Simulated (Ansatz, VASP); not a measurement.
**RbBr in VASP and in Ansatz**

INCAR

```
  ALGO = Normal
  EDIFF = 1E-6
  EDIFFG = -0.005
  ENCUT = 600
  GGA = PE
  IBRION = 2
  ISIF = 3
  ISMEAR = 0
  IVDW = 12
  LASPH = T
  LCHARG = F
  LREAL = F
  LWAVE = F
  NELM = 80
  NSW = 70
  PREC = Accurate
  SIGMA = 0.02
```

KPOINTS

```
k-points
0
Gamma
  6 6 6
```

File POSCAR:

```
RbBr
1.0
    4.1929010518      0.0000000000      0.0000000000
    0.0000000000      4.1929010518      0.0000000000
    0.0000000000      0.0000000000      4.1929010518
Rb Br
1 1
Direct
    0.0000000000      0.0000000000      0.0000000000
    0.5000000000      0.5000000000      0.5000000000
```

Input for Ansatz:

```yaml
crystal:
  lattice:
    - [4.1929010518, 0.0, 0.0]
    - [0.0, 4.1929010518, 0.0]
    - [0.0, 0.0, 4.1929010518]
  atoms:
    - { symbol: Rb, position: [0.0, 0.0, 0.0] }
    - { symbol: Br, position: [0.5, 0.5, 0.5] }
basis:
  ecutwfc: 420
kpoints:
  mp_grid: { grid: [6, 6, 6] }
hamiltonian:
  xc: pbe
  dispersion: d3bj
scf:
  occupations: { method: gaussian, width: 0.02 }
output:
  forces: true
  stress: true
  eigenvalues: true
relax:
  adjacent_minimum: "off"
  f_tol: 0.005
  max_steps: 50
  cell: { stress_tol: 0.05 }
```

Alike in both runs: task relaxation of cell and atoms; functional PBE; dispersion D3(BJ); k mesh 6 × 6 × 6; occupations gaussian, width 0.02 eV; no spin polarisation.

|  | VASP | Ansatz |
| --- | --- | --- |
| version | VASP 6.6.1 | Ansatz 0.2.0 |
| potentials or method | VASP PAW PBE potentials, release 64 (Rb_sv, Br), cutoff 600 eV | scalar-relativistic, plane waves, PAW |
| valence electrons in the cell | 16 | 16 |

```csv
,VASP,Ansatz,Ansatz less VASP
"gap on the k mesh at the Fermi level, each at its own relaxed structure (eV)",4.12,4.13,+0.010
relaxed volume (Å³/atom),34.71,34.63,-0.077
relaxed length of the cell vector where the two differ most in proportion (Å),4.110,4.107,-0.0030
```
